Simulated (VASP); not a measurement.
# Hf4Ta (I-43m) in VASP: further runs

Runs on Hf4Ta. Level: PBE. Tasks: single point, relaxation of cell and atoms.

Everything below comes from runs of VASP 6.6.1. Logs are shortened: lines on timing, memory, paths and dates and some standing lists are left out, and cuts for length are marked.

## Step 1: The cell of the first run

The structure is cubic, space group I-43m (No. 217). The conventional cell has a = 6.212 Å, b = 6.212 Å, c = 6.212 Å, α = 90.00°, β = 90.00°, γ = 90.00°. Hf (site symmetry 3m) has 1 Ta at 1.88 Å within 2.5 Å. Ta (site symmetry -43m) has 4 Hf at 1.88 Å within 2.5 Å.

The cell was built from a structure type or drawn by symmetry, and may not be a known phase.

## Step 2: Single point, PBE

Input file INCAR:

```
SYSTEM = Hf4Ta
  PREC = Accurate
  ENCUT = 520
  EDIFF = 1E-7
  ISMEAR = 0
  SIGMA = 0.1
  LREAL = .FALSE.
  LASPH = .TRUE.
  NELM = 80
  ALGO = Normal
  ISIF = 2
  LWAVE = .FALSE.
  LCHARG = .TRUE.
  GGA = PE
  LELF = .TRUE.
  LVHAR = .TRUE.
  NBANDS = 34
```

Input file KPOINTS:

```
Automatic mesh
0
G
  4 4 4
  0 0 0
```

Input file POSCAR:

```
Hf4Ta
1.0
   -3.1059890400      3.1059890400      3.1059890400
    3.1059890400     -3.1059890400      3.1059890400
    3.1059890400      3.1059890400     -3.1059890400
Hf Ta
4 1
Direct
    0.3495999900      0.3495999900      0.3495999900
    0.6504000100      0.0000000000      0.0000000000
    0.0000000000      0.0000000000      0.6504000100
    0.0000000000      0.6504000100      0.0000000000
    0.0000000000      0.0000000000      0.0000000000
```

Potentials or basis: VASP PAW PBE potentials, release 64 (Hf_pv, Ta_pv).

Run with:

```console
$ cat potpaw_PBE.64/Hf_pv/POTCAR potpaw_PBE.64/Ta_pv/POTCAR > POTCAR
$ mpirun -np 1 vasp_std > vasp.out
```

OUTCAR:

```text
SYSTEM = Hf4Ta
   PREC = Accurate
   ENCUT = 520
   EDIFF = 1E-7
   ISMEAR = 0
   LREAL = .FALSE.
   LASPH = .TRUE.
   NELM = 80
   ISIF = 2
   GGA = PE

 ion  position               nearest neighbor table
   1  0.350  0.350  0.350-   5 1.88   3 3.07   4 3.07   2 3.07   3 3.38   4 3.38   2 3.38   3 3.38
                             2 3.38   4 3.38   5 3.50
   2  0.650  0.000  0.000-   5 1.88   3 3.07   4 3.07   1 3.07   3 3.38   4 3.38   1 3.38   3 3.38
                             4 3.38   1 3.38   5 3.50
   3  0.000  0.000  0.650-   5 1.88   2 3.07   4 3.07   1 3.07   4 3.38   2 3.38   1 3.38   2 3.38
                             4 3.38   1 3.38   5 3.50
   4  0.000  0.650  0.000-   5 1.88   2 3.07   3 3.07   1 3.07   3 3.38   2 3.38   2 3.38   3 3.38
                             1 3.38   1 3.38   5 3.50
   5  0.000  0.000  0.000-   1 1.88   2 1.88   3 1.88   4 1.88   4 3.50   3 3.50   2 3.50   1 3.50

  LATTYP: Found a body centered cubic cell.
 ALAT       =     6.2119780800

  Lattice vectors:

 A1 = (  -3.1059890400,   3.1059890400,   3.1059890400)
 A2 = (   3.1059890400,  -3.1059890400,   3.1059890400)
 A3 = (   3.1059890400,   3.1059890400,  -3.1059890400)

Analysis of symmetry for initial positions (statically):
=====================================================================
 Subroutine PRICEL returns:
 Original cell was already a primitive cell.

 Routine SETGRP: Setting up the symmetry group for a
 body centered cubic supercell.

 Subroutine GETGRP returns: Found 24 space group operations
 (whereof 24 operations were pure point group operations)
 out of a pool of 48 trial point group operations.

The static configuration has the point symmetry T_d .

Analysis of symmetry for dynamics (positions and initial velocities):
=====================================================================
 Subroutine PRICEL returns:
 Original cell was already a primitive cell.

 Routine SETGRP: Setting up the symmetry group for a
 body centered cubic supercell.

 Subroutine GETGRP returns: Found 24 space group operations
 (whereof 24 operations were pure point group operations)
 out of a pool of 48 trial point group operations.

The dynamic configuration has the point symmetry T_d .

 Subroutine INISYM returns: Found 24 space group operations
 (whereof 24 operations are pure point group operations),
 and found     1 'primitive' translations

----------------------------------------------------------------------------------------

                                     Primitive cell

  volume of cell :     119.8560

  direct lattice vectors                    reciprocal lattice vectors
    -3.105989040  3.105989040  3.105989040     0.000000000  0.160979319  0.160979319
     3.105989040 -3.105989040  3.105989040     0.160979319  0.000000000  0.160979319
     3.105989040  3.105989040 -3.105989040     0.160979319  0.160979319  0.000000000

  length of vectors
     5.379730825  5.379730825  5.379730825     0.227659136  0.227659136  0.227659136

  position of ions in fractional coordinates (direct lattice)
     0.349599990  0.349599990  0.349599990
     0.650400010  0.000000000  0.000000000
     0.000000000  0.000000000  0.650400010
     0.000000000  0.650400010  0.000000000
     0.000000000  0.000000000  0.000000000

  ion indices of the primitive-cell ions
   primitive index   ion index
                 1           1
                 2           2
                 3           3
                 4           4
                 5           5

----------------------------------------------------------------------------------------

 KPOINTS: Automatic mesh

Automatic generation of k-mesh.
 Grid dimensions read from file:
 generate k-points for:    4    4    4

 Generating k-lattice:

  Cartesian coordinates                     Fractional coordinates (reciprocal lattice)
     0.000000000  0.040244830  0.040244830     0.250000000  0.000000000  0.000000000
     0.040244830  0.000000000  0.040244830     0.000000000  0.250000000  0.000000000
     0.040244830  0.040244830  0.000000000     0.000000000  0.000000000  0.250000000

  Length of vectors
     0.056914784  0.056914784  0.056914784

  Shift w.r.t. Gamma in fractional coordinates (k-lattice)
     0.000000000  0.000000000  0.000000000

 Subroutine IBZKPT returns following result:
 ===========================================

 Found      8 irreducible k-points:

 Following reciprocal coordinates:
            Coordinates               Weight
  0.000000  0.000000  0.000000      1.000000
  0.250000  0.000000  0.000000     12.000000
  0.500000  0.000000  0.000000      6.000000
  0.250000  0.250000  0.000000     24.000000
  0.250000  0.250000  0.250000      2.000000
 -0.250000  0.250000  0.250000      6.000000
  0.500000  0.500000  0.250000     12.000000
  0.500000  0.500000  0.500000      1.000000
   k-points           NKPTS =      8   k-points in BZ     NKDIM =      8   number of bands    NBANDS=     34
   number of dos      NEDOS =    301   number of ions     NIONS =      5
   total plane-waves  NPLWV =  64000
   dimension x,y,z NGX =    40 NGY =   40 NGZ =   40
   dimension x,y,z NGXF=    80 NGYF=   80 NGZF=   80
   ions per type =               4   1
   NGX,Y,Z   is equivalent  to a cutoff of  12.36, 12.36, 12.36 a.u.
   NGXF,Y,Z  is equivalent  to a cutoff of  24.72, 24.72, 24.72 a.u.
 SYSTEM =  Hf4Ta
   PREC   = accura    normal or accurate (medium, high low for compatibility)
   ISTART =      0    job   : 0-new  1-cont  2-samecut
   ICHARG =      2    charge: 1-file 2-atom 10-const
   ISPIN  =      1    spin polarized calculation?
   LNONCOLLINEAR =      F non collinear calculations
   LSORBIT =      F    spin-orbit coupling
   LASPH  =      T    aspherical Exc in radial PAW
   ENCUT  =  520.0 eV  38.22 Ry    6.18 a.u.  10.00 10.00 10.00*2*pi/ulx,y,z
   NELM   =     80;   NELMIN=  2; NELMDL= -5     # of ELM steps
   EDIFF  = 0.1E-06   stopping-criterion for ELM
   LREAL  =      F    real-space projection
   EDIFFG = 0.1E-05   stopping-criterion for IOM
   NSW    =      0    number of steps for IOM
   IBRION =     -1    ionic relax: 0-MD 1-quasi-New 2-CG
   NFREE  =      0    steps in history (QN), initial steepest desc. (CG)
   ISIF   =      2    stress and relaxation
   ISYM   =      2    0-nonsym 1-usesym 2-fastsym
   POTIM  = 0.5000    time-step for ionic-motion
   TEBEG  =    0.0;   TEEND  =   0.0 temperature during run
   PSTRESS=    0.0 pullay stress
   NELECT =      51.0000    total number of electrons
   NUPDOWN=      -1.0000    fix difference up-down
   EMIN   =  10.00;   EMAX   =-10.00  energy-range for DOS
   EFERMI =   0.00;   METHOD = LEGACY
   ISMEAR =     0;   SIGMA  =   0.10  broadening in eV -4-tet -1-fermi 0-gaus
   EFERMI_NEDOS =   21; number of points for ismear=-14 and -15
   IALGO  =     38    algorithm
   IMIX   =      4    mixing-type and parameters
     AMIX     =   0.40;   BMIX     =  1.00
     AMIX_MAG =   1.60;   BMIX_MAG =  1.00
  volume/ion in A,a.u.               =      23.97       161.77
  Fermi-wavevector in a.u.,A,eV,Ry     =   1.231341  2.326897 20.629159  1.516200
  Thomas-Fermi vector in A             =   2.366154
   LORBIT       =      0    0 simple, 1 ext, 2 COOP (PROOUT), +10 PAW based schemes
   GGA     = PE    functional components
   LHFCALC =     F    Hartree Fock is set to
   AEXX    =    0.0000 exact exchange contribution
   IVDW    =     0    specifies the selected vdW correction
   LEPSILON=     F    determine dielectric tensor
   LRPA    =     F    only Hartree local field effects (RPA)
 non-spin polarized calculation
 Gauss-broadening in eV      SIGMA  =   0.10
  energy-cutoff  :      520.00
  volume of cell :      119.86
 maximum number of plane-waves:      3300
   NGX = 19   NGY = 19   NGZ = 19

 number of electron      51.0000013 magnetization

 Free energy of the ion-electron system (eV)
  ---------------------------------------------------
  ext. energy  EPLUGINS =         0.00000000
  ---------------------------------------------------
  free energy    TOTEN  =       -23.79495120 eV

  energy without entropy =      -23.77380216  energy(sigma->0) =      -23.78437668

 E-fermi :   4.0542     XC(G=0): -10.5117

 val. band max:        3.9533609478   @ k =   0.2500   0.2500   0.0000
 cond. band min:       4.0805356701   @ k =   0.5000   0.0000   0.0000
 fundamental gap:      0.1271747224
 Fermi energy:         4.0542399804

 k-point     1 :       0.0000    0.0000    0.0000
  band No.  band energies     occupation
      1     -34.9632      2.00000
      2     -34.9632      2.00000
      3     -34.9632      2.00000
      4     -27.9709      2.00000
      5     -27.3979      2.00000
      6     -27.3979      2.00000
[... 26 lines left out ...]
     33       6.6603      0.00000
     34       7.4844      0.00000

 k-point     2 :       0.2500    0.0000    0.0000
  band No.  band energies     occupation
      1     -34.9632      2.00000
      2     -34.9500      2.00000
      3     -34.9368      2.00000
      4     -28.0138      2.00000
      5     -27.4589      2.00000
      6     -27.4494      2.00000
[... 26 lines left out ...]
     33       6.4629      0.00000
     34       6.9341      0.00000

 k-point     3 :       0.5000    0.0000    0.0000
  band No.  band energies     occupation
      1     -34.9631      2.00000
      2     -34.9366      2.00000
      3     -34.9101      2.00000
      4     -28.0544      2.00000
      5     -27.5279      2.00000
      6     -27.4932      2.00000
[... 26 lines left out ...]
     33       6.5020      0.00000
     34       6.7934      0.00000

 k-point     4 :       0.2500    0.2500    0.0000
  band No.  band energies     occupation
      1     -34.9554      2.00000
      2     -34.9368      2.00000
      3     -34.9179      2.00000
      4     -28.0492      2.00000
      5     -27.5096      2.00000
      6     -27.4918      2.00000
[... 26 lines left out ...]
     33       6.6814      0.00000
     34       7.1664      0.00000

 k-point     5 :       0.2500    0.2500    0.2500
  band No.  band energies     occupation
      1     -34.9368      2.00000
      2     -34.9368      2.00000
      3     -34.9368      2.00000
      4     -28.0392      2.00000
      5     -27.4743      2.00000
      6     -27.4743      2.00000
[... 26 lines left out ...]
     33       7.1180      0.00000
     34       7.3584      0.00000

 k-point     6 :      -0.2500    0.2500    0.2500
  band No.  band energies     occupation
      1     -34.9367      2.00000
      2     -34.9367      2.00000
      3     -34.9367      2.00000
      4     -28.0482      2.00000
      5     -27.4880      2.00000
      6     -27.4728      2.00000
[... 26 lines left out ...]
     33       6.3242      0.00000
     34       7.2020      0.00000

 k-point     7 :       0.5000    0.5000    0.2500
  band No.  band energies     occupation
      1     -34.9366      2.00000
      2     -34.9233      2.00000
      3     -34.9100      2.00000
      4     -28.0815      2.00000
      5     -27.5452      2.00000
      6     -27.5185      2.00000
[... 26 lines left out ...]
     33       6.4533      0.00000
     34       6.8585      0.00000

 k-point     8 :       0.5000    0.5000    0.5000
  band No.  band energies     occupation
      1     -34.9099      2.00000
      2     -34.9099      2.00000
      3     -34.9099      2.00000
      4     -28.1081      2.00000
      5     -27.5371      2.00000
      6     -27.5371      2.00000
[... 26 lines left out ...]
     33       6.7695      0.00000
     34       6.8704      0.00000

------------------------ aborting loop because EDIFF is reached ----------------------------------------

  FORCE on cell =-STRESS in cart. coord.  units (eV):
  Direction    XX          YY          ZZ          XY          YZ          ZX
  --------------------------------------------------------------------------------------
  -------------------------------------------------------------------------------------
  Total       54.0589500     54.0589500     54.0589500     -0.0000000     -0.0000000     -0.0000000
  in kB      722.6340813    722.6340813    722.6340813     -0.0000000     -0.0000000     -0.0000000
  external PRESSURE =     722.6340813 kB  Pullay stress =       0.0000000 kB

 VOLUME and BASIS-vectors are now :
 -----------------------------------------------------------------------------
  energy-cutoff  :      520.00
  volume of cell :      119.86
      direct lattice vectors                 reciprocal lattice vectors
    -3.105989040  3.105989040  3.105989040     0.000000000  0.160979319  0.160979319
     3.105989040 -3.105989040  3.105989040     0.160979319  0.000000000  0.160979319
     3.105989040  3.105989040 -3.105989040     0.160979319  0.160979319  0.000000000

 POSITION                                       TOTAL-FORCE (eV/Angst)
 -----------------------------------------------------------------------------------
      1.08585      1.08585      1.08585        13.768075     13.768075     13.768075
     -2.02014      2.02014      2.02014        13.768075    -13.768075    -13.768075
      2.02014      2.02014     -2.02014       -13.768075    -13.768075     13.768075
      2.02014     -2.02014      2.02014       -13.768075     13.768075    -13.768075
      0.00000      0.00000      0.00000         0.000000     -0.000000      0.000000
 -----------------------------------------------------------------------------------
    total drift:                                0.000000      0.000000      0.000000

  FREE ENERGIE OF THE ION-ELECTRON SYSTEM (eV)
  ---------------------------------------------------
  free  energy   TOTEN  =       -23.7949512009 eV

  energy  without entropy=      -23.7738021624  energy(sigma->0) =      -23.78437668
```

It took 30 s on 1 thread of AMD EPYC 9R45 (Zen 5), shared host; peak memory 0.22 GiB.

Results:

| Property | Result |
| --- | --- |
| Free energy | -23.7950 eV |
| Pressure | 72.3 GPa |
| Largest force | 23.847 eV/Å |
| Band gap on the k mesh | zero (an odd number of electrons rules out a gap without spin polarisation) |

Forces on the atoms (eV/Å):
```
Hf   13.768  13.768  13.768
Hf   13.768 -13.768 -13.768
Hf  -13.768 -13.768  13.768
Hf  -13.768  13.768 -13.768
Ta    0.000   0.000   0.000
```

Caveat: atoms lie so close that the PAW spheres overlap strongly, which falsifies energies and pressures; the cell stands under pressure; spin-orbit coupling is left out, which moves the levels of the heavy elements; forces of over 1 eV/Å act on the atoms, so gaps and moduli don't describe the material at rest.

## Step 3: Relaxation of cell and atoms, PBE

Input file INCAR:

```
ALGO = Normal
EDIFF = 1E-6
EDIFFG = -0.04
ENCUT = 600
GGA = PE
IBRION = 2
ISIF = 3
ISMEAR = 0
LASPH = T
LCHARG = F
LREAL = F
LWAVE = F
NELM = 60
NSW = 90
PREC = Accurate
SIGMA = 0.1
```

Input file KPOINTS:

```
k-points
0
Gamma
  4 4 4
```

POSCAR is that of step 2.

Potentials or basis: VASP PAW PBE potentials, release 64 (Hf_pv, Ta_pv).

Run with:

```console
$ cat potpaw_PBE.64/Hf_pv/POTCAR potpaw_PBE.64/Ta_pv/POTCAR > POTCAR
$ mpirun -np 1 vasp_std > vasp.out
```

Wall time 10 min (1 thread of AMD EPYC 9R45 (Zen 5), shared host); peak memory 0.33 GiB.

It converged, with:

| Quantity | Value |
| --- | --- |
| Free energy | -46.5152 eV |
| Relaxed volume | 25.94 Å³/atom |
| Relaxed cell | a = 5.523 Å, b = 5.523 Å, c = 5.523 Å, α = 109.47°, β = 109.47°, γ = 109.47° |
| Space group after relaxing (to 0.1 Å) | Im-3m (No. 229) |
| Energy gained by relaxing | 4544.0 meV/atom |
| Ionic steps | 17 |
| Pressure after relaxing | 0.1 GPa |
| Largest force after relaxing | 0.003 eV/Å |
| Band gap on the k mesh | zero (an odd number of electrons rules out a gap without spin polarisation) |

Forces in eV/Å, atoms in the order of the input:
```
Hf  -0.002 -0.002 -0.002
Hf  -0.002  0.002  0.002
Hf   0.002  0.002 -0.002
Hf   0.002 -0.002  0.002
Ta   0.000  0.000  0.000
```

The path:
| step | energy change (eV) | largest force (eV/Å) | pressure (GPa) | volume (Å³) |
| --- | --- | --- | --- | --- |
| 1 | 0.0000 | 23.8469 | 72.27 | 119.86 |
| 2 | -1.3919 | 0.9928 | -7.26 | 422.25 |
| 3 | -3.4378 | 0.6241 | -9.21 | 374.04 |
| 4 | -6.1973 | 0.2561 | -11.56 | 327.65 |
| 5 | -16.9050 | 0.4491 | -15.77 | 206.66 |
| 6 | -19.8973 | 2.1163 | -9.04 | 159.34 |
| 7 | -19.9093 | 2.5934 | -6.84 | 152.92 |
| 8 | -19.9231 | 2.4453 | -7.51 | 154.72 |
| 9 | -21.6713 | 2.2682 | -0.76 | 131.76 |
| 10 | -21.9433 | 1.6391 | 8.02 | 119.07 |
| 11 | -22.6021 | 0.1105 | 5.15 | 122.48 |
| 12 | -22.6315 | 0.1615 | 4.19 | 123.66 |
| 13 | -22.6701 | 0.0136 | -2.98 | 134.96 |
| 14 | -22.7173 | 0.0809 | -0.16 | 130.01 |
| 15 | -22.7173 | 0.0826 | -0.09 | 129.88 |
| 16 | -22.7185 | 0.0607 | -0.04 | 129.83 |
| 17 | -22.7199 | 0.0033 | 0.06 | 129.69 |

Final structure:
```
Hf Ta
1.0
    -3.18873    3.18873    3.18873
     3.18873   -3.18873    3.18873
     3.18873    3.18873   -3.18873
Hf Ta
4 1
Cartesian
  1.5947 1.5947 1.5947
  -1.5940 1.5940 1.5940
  1.5940 1.5940 -1.5940
  1.5940 -1.5940 1.5940
  0.0000 0.0000 0.0000
```

Levels at points of the mesh, in eV from the Fermi level:
| k point | band 23 | band 24 | band 25 | band 26 | band 27 | band 28 |
| --- | --- | --- | --- | --- | --- | --- |
| (0.00, 0.00, 0.00) | -1.28 | -1.28 | 0.96 | 0.96 | 0.96 | 2.78 |
| (0.50, 0.00, 0.00) | -0.68 | -0.39 | -0.38 | 0.08 | 0.16 | 0.48 |
| (0.50, 0.50, 0.50) | -0.74 | -0.74 | -0.43 | -0.43 | -0.43 | 0.82 |

Caveat: spin-orbit coupling is left out, which moves the levels of the heavy elements.
